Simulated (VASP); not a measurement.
Write the native input for VASP 6.6.1 that does the following.

```yaml
Task: single point
Functional: r2SCAN
Potentials_or_basis: VASP PAW PBE potentials, release 64 (Ga_d, O)
Cutoff: 520 eV
k_mesh: 6 × 6 × 6
Occupations: gaussian, width 0.01 eV
Spin: no spin polarisation
Dipole_correction: no
Further_INCAR_settings: ALGO = Normal; EDIFF = 1e-07; NBANDS = 55
```

Crystal: Ga2O3.

```
CELL_PARAMETERS angstrom
2.54211 1.46769 4.57025
-2.54211 1.46769 4.57025
0.00000 -2.93537 4.57025
ATOMIC_POSITIONS crystal
Ga 0.85546 0.85546 0.85546
Ga 0.64454 0.64454 0.64454
Ga 0.14454 0.14454 0.14454
Ga 0.35546 0.35546 0.35546
O 0.75000 0.44646 0.05354
O 0.44646 0.05354 0.75000
O 0.05354 0.75000 0.44646
O 0.25000 0.55354 0.94646
O 0.94646 0.25000 0.55354
O 0.55354 0.94646 0.25000
```

This cell differs from its parent crystal: strain +2.0%.

One way to write it, as run:

POSCAR

```
Ga2O3
1.0
    2.5421070077      1.4676861652      4.5702516696
   -2.5421070077      1.4676861652      4.5702516696
    0.0000000000     -2.9353723304      4.5702516696
Ga O
4 6
Direct
    0.8554622400      0.8554622400      0.8554622400
    0.6445377600      0.6445377600      0.6445377600
    0.1445377600      0.1445377600      0.1445377600
    0.3554622400      0.3554622400      0.3554622400
    0.7500000000      0.4464576576      0.0535423424
    0.4464576576      0.0535423424      0.7500000000
    0.0535423424      0.7500000000      0.4464576576
    0.2500000000      0.5535423424      0.9464576576
    0.9464576576      0.2500000000      0.5535423424
    0.5535423424      0.9464576576      0.2500000000
```

INCAR.step1

```
PREC = Accurate
ENCUT = 520
ISMEAR = 0
SIGMA = 0.01
LREAL = F
LASPH = T
NELM = 80
NBANDS = 55
GGA = PE
ALGO = Normal
EDIFF = 1E-4
LWAVE = T
LCHARG = F
```

INCAR.step2

```
PREC = Accurate
ENCUT = 520
EDIFF = 1E-7
ISMEAR = 0
SIGMA = 0.01
LREAL = F
LASPH = T
NELM = 80
ALGO = Normal
ISIF = 2
LWAVE = F
LCHARG = T
METAGGA = R2SCAN
LMIXTAU = T
LELF = T
LVHAR = T
NBANDS = 55
ISTART = 1
```

KPOINTS

```
regular mesh
0
Gamma
  6 6 6
```

Potentials or basis: VASP PAW PBE potentials, release 64 (Ga_d, O).

Command:

```bash
$ cat potpaw_PBE.64/Ga_d/POTCAR potpaw_PBE.64/O/POTCAR > POTCAR
$ cp INCAR.step1 INCAR
$ mpirun -np 1 vasp_std > vasp.out
$ cp INCAR.step2 INCAR
$ mpirun -np 1 vasp_std > vasp.out
```

It gave:

| Property | Result |
| --- | --- |
| Pressure | -10.9 GPa |
| Largest force | 0.036 eV/Å |
| Band gap on the k mesh | 2.89 eV (least direct gap 3.12 eV) |

Caveat: the cell differs from its parent crystal (strain +2.0%); the cell stands under tension; the PAW data sets were made with another functional, which shifts forces and pressure a little.

Run time: 17 min on 1 thread of Oxide Virtual Turin-like Processor, on a shared host, peak memory 0.3 GiB.
